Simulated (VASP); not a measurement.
The system is K3RuW.

```
K Ru W
1.0
     4.55682    0.00000    0.00000
    -2.27841    3.94633    0.00000
     0.00000    0.00000    8.78736
K Ru W
3 1 1
Cartesian
  0.0000 2.6309 1.6473
  0.0000 2.6309 7.1400
  2.2784 1.3154 4.3937
  2.2784 1.3154 0.0000
  0.0000 0.0000 0.0000
```

The cell was generated, and may not be a known phase.

| Property | Result |
| --- | --- |
| Program | VASP 6.6.1 |
| Task | relaxation of cell and atoms |
| Functional | PBE |
| Potentials or basis | VASP PAW PBE potentials, release 64 (K_sv, Ru_pv, W_sv) |
| Cutoff | 600 eV |
| k mesh | 4 × 4 × 2 |
| Occupations | gaussian, width 0.2 eV |
| Spin | no spin polarisation |

At the start: pressure 3.2 GPa; volume 31.60 Å³/atom.

Problem. Where does the relaxation end?

Solution. Over 19 steps the energy falls by 504.7 meV/atom and the volume is 42.70 Å³/atom (+35.1 %); space group P-6m2 (No. 187, to 0.1 Å) before and after.

Step by step:
| step | energy change (eV) | largest force (eV/Å) | pressure (GPa) | volume (Å³) |
| --- | --- | --- | --- | --- |
| 1 | 0.0000 | 1.9302 | 3.17 | 158.02 |
| 2 | -0.6850 | 1.0854 | -0.41 | 172.58 |
| 3 | -0.9953 | 0.1408 | -3.62 | 193.59 |
| 4 | -1.4554 | 0.0295 | -3.23 | 192.69 |
| 5 | -2.2274 | 0.5184 | -0.48 | 186.48 |
| 6 | -2.2293 | 0.5491 | -0.14 | 185.84 |
| 7 | -2.2297 | 0.5377 | -0.27 | 186.09 |
| 8 | -2.2546 | 0.4853 | 0.02 | 185.02 |
| 9 | -2.3015 | 0.3112 | 0.97 | 181.84 |
| 10 | -2.2482 | 0.1293 | 3.33 | 175.56 |
| 11 | -2.3075 | 0.2218 | 1.47 | 180.36 |
| 12 | -2.3249 | 0.1985 | 1.32 | 181.49 |
| 13 | -2.3683 | 0.1299 | 0.91 | 184.89 |
| 14 | -2.4168 | 0.0009 | 0.22 | 191.82 |
| 15 | -2.3794 | 0.2402 | -0.79 | 206.16 |
| 16 | -2.4226 | 0.0884 | -0.14 | 196.27 |
| 17 | -2.4605 | 0.1115 | 0.07 | 198.66 |
| 18 | -2.5103 | 0.1803 | 0.70 | 205.42 |
| 19 | -2.5237 | 0.0581 | -0.20 | 213.51 |

Final structure:
```yaml
crystal:
  lattice:
    - [4.18139, 0.00000, 0.00000]
    - [-2.09069, 3.62119, 0.00000]
    - [0.00000, 0.00000, 14.10062]
  atoms:
    - { symbol: K, position: [0.33333, 0.66667, 0.18984] }
    - { symbol: K, position: [0.33333, 0.66667, 0.81016] }
    - { symbol: K, position: [0.66667, 0.33333, 0.50000] }
    - { symbol: Ru, position: [0.66667, 0.33333, 0.00000] }
    - { symbol: W, position: [0.00000, 0.00000, 0.00000] }
```

Caveat: the k points lie up to 0.43 Å⁻¹ apart in the final cell, too coarse for converged energies and pressures of a metal; the volume moved by over 15 % at a fixed basis, so the end points are rough; the relaxation stopped at a loose force limit of 0.08 eV/Å, so its end isn't a converged minimum.
